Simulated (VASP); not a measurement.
## ZnO: single point with PBE

Crystal: ZnO.

```
Zn O
1.0
     3.23534    0.00000    0.00000
    -1.61767    2.80189    0.00000
     0.00000    0.00000    5.36728
Zn O
2 2
Cartesian
  0.0000 1.8679 0.0058
  1.6177 0.9340 2.6894
  0.0000 1.8679 2.0069
  1.6177 0.9340 4.6906
```

This cell differs from its parent crystal: uniaxial z strain +3.0%.

```json
{"Program": "VASP 6.6.1", "Task": "single point", "Functional": "PBE", "Potentials or basis": "VASP PAW PBE potentials, release 64 (Zn, O)", "Cutoff": "520 eV", "k mesh": "12 × 12 × 6", "Occupations": "fermi-dirac, width 0.02 eV", "Spin": "no spin polarisation", "Dipole correction": "no", "Further INCAR settings": "ALGO = Normal; EDIFF = 1e-06; NBANDS = 26"}
```

* Pressure: 2.7 GPa
* Largest force: 0.022 eV/Å
* Band gap on the k mesh: 0.71 eV

Forces in eV/Å, atoms in the order of the input:
```
Zn   0.000  0.000  0.022
Zn   0.000  0.000  0.022
O    0.000  0.000 -0.022
O    0.000  0.000 -0.022
```

Stress tensor (GPa, compression positive):
```
3.79 0.00 0.00
0.00 3.79 0.00
0.00 0.00 0.46
```

Levels at points of the mesh, in eV from the valence-band top:
| k point | band 16 | band 17 | band 18 | band 19 | band 20 | band 21 |
| --- | --- | --- | --- | --- | --- | --- |
| (0.00, 0.00, 0.00) | -0.12 | 0.00 | 0.00 | 0.71 | 5.24 | 7.88 |
| (0.50, 0.00, 0.00) | -2.13 | -1.33 | -0.77 | 5.69 | 6.84 | 7.31 |
| (0.00, 0.00, 0.50) | -0.37 | -0.37 | -0.37 | 3.35 | 3.35 | 9.81 |
| (0.50, 0.00, 0.50) | -1.46 | -1.42 | -1.42 | 5.59 | 5.59 | 8.30 |

It took 110 s on 1 thread of Intel Xeon 8259CL (shared host), peak memory 0.21 GiB.

Caveat: the cell differs from its parent crystal (uniaxial z strain +3.0%); semilocal functionals underestimate gaps, and a narrow one can read as zero.
